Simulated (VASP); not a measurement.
Write the native input for VASP 6.6.1 that does the following.

```
Task                   : single point
Functional             : PBE
Potentials or basis    : VASP PAW PBE potentials, release 64 (Cd)
Cutoff                 : 520 eV
k mesh                 : 17 × 17 × 17
Occupations            : fermi-dirac, width 0.1 eV
Spin                   : no spin polarisation
Dipole correction      : no
Further INCAR settings : ALGO = Normal; EDIFF = 1e-07; NBANDS = 12
```

The structure of Cd lies in POSCAR:

```
Cd
1.0
    0.0000000000      1.9830385674      1.9830385674
    1.9830385674      0.0000000000      1.9830385674
    1.9830385674      1.9830385674      0.0000000000
Cd
1
Direct
    0.0000000000      0.0000000000      0.0000000000
```

This isn't the form of Cd at room conditions, which is hcp.

The input as run:

INCAR

```
ALGO = Normal ; EDIFF = 1E-7
ENCUT = 520 ; GGA = PE
ISIF = 2 ; ISMEAR = -1
LASPH = True ; LCHARG = False
LREAL = False ; LWAVE = False
NBANDS = 12 ; NELM = 80
PREC = Accurate ; SIGMA = 0.1
```

KPOINTS

```
k-points
0
Gamma
  17 17 17
```

Potentials or basis: VASP PAW PBE potentials, release 64 (Cd).

Launch:

```console
$ cat potpaw_PBE.64/Cd/POTCAR > POTCAR
$ mpirun -np 1 vasp_std > vasp.out
```

Results of the run:

```yaml
Pressure: 49.5 GPa
Band_gap_on_the_k_mesh: zero (bands 6 and 7 overlap by 1.92 eV)
```

Caveat: the cell stands under pressure.

It took 33 s on 1 thread of Intel Xeon 8259CL, on a shared host, peak memory 0.16 GiB.
